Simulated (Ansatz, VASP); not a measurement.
## One calculation of NaH, two programs

File INCAR:

```
SYSTEM = NaH
ALGO     = Normal         ! electronic algorithm
EDIFF    = 1E-7           ! SCF threshold, eV
ENCUT    = 520            ! plane-wave cutoff, eV
GGA      = PS             ! functional
ISIF     = 2              ! what is computed and relaxed
ISMEAR   = -1             ! smearing method
LASPH    = .TRUE.         ! aspherical terms in the spheres
LCHARG   = .FALSE.        ! write CHGCAR
LREAL    = .FALSE.        ! projectors in reciprocal space
LWAVE    = .FALSE.        ! write WAVECAR
NBANDS   = 11             ! bands
NELM     = 100            ! most SCF steps
PREC     = Accurate       ! precision mode
SIGMA    = 0.05           ! smearing width, eV
```

Contents of KPOINTS:

```
k-points
0
G
  6 6 6
  0 0 0
```

The input POSCAR:

```
NaH
1.0
   -0.0361300000      2.4271500000      2.4048100000
    2.4309700000     -0.0404200000      2.4091000000
    2.4051500000      2.4056100000     -0.0146000000
Na H
1 1
Direct
    0.0270256428      0.9796822986      0.0068288270
    0.4921200000      0.5144100000      0.5259600000
```

Input for Ansatz:

```yaml
crystal:
  lattice:
    - [-0.03613, 2.42715, 2.40481]
    - [2.43097, -0.04042, 2.4091]
    - [2.40515, 2.40561, -0.0146]
  atoms:
    - { symbol: Na, position: [0.027025642766424187, 0.9796822986149928, 0.0068288270207937036] }
    - { symbol: H, position: [0.49212, 0.51441, 0.52596] }
basis:
  ecutwfc: 540.0
  xc_grid: 2
kpoints:
  mp_grid:
    grid: [6, 6, 6]
hamiltonian:
  xc: pbesol
scf:
  convergence:
    dr2_threshold: 1.0e-09
  occupations:
    method: fermi_dirac
    width: 0.05
output:
  forces: true
  stress: true
```

Alike in both runs: task single point; functional PBEsol; k mesh 6 × 6 × 6; occupations fermi-dirac, width 0.05 eV; no spin polarisation.

```csv
,VASP,Ansatz
version,VASP 6.6.1,Ansatz 0.2.0
potentials or method,"VASP PAW PBE potentials, release 64 (Na_pv, H), cutoff 520 eV","plane waves, PAW"
valence electrons in the cell,8,10
```

|  | VASP | Ansatz | Ansatz less VASP |
| --- | --- | --- | --- |
| pressure (GPa) | -0.8 | -0.8 | +0.01 |
| traceless stress, the component that is largest in VASP (GPa) | 0.57 | 0.57 | -0.002 |
| rms of the force components (eV/Å) | 0.067 | 0.066 | -0.0009 |

VASP's potentials were made for PBE, not for PBEsol. Atom by atom the forces differ by 0.001 eV/Å (rms over components). VASP's potentials hold 8 valence electrons a cell and Ansatz's 10, so a difference there can come from the potentials and not from the codes. Ansatz's warnings: stress scf threshold loose.
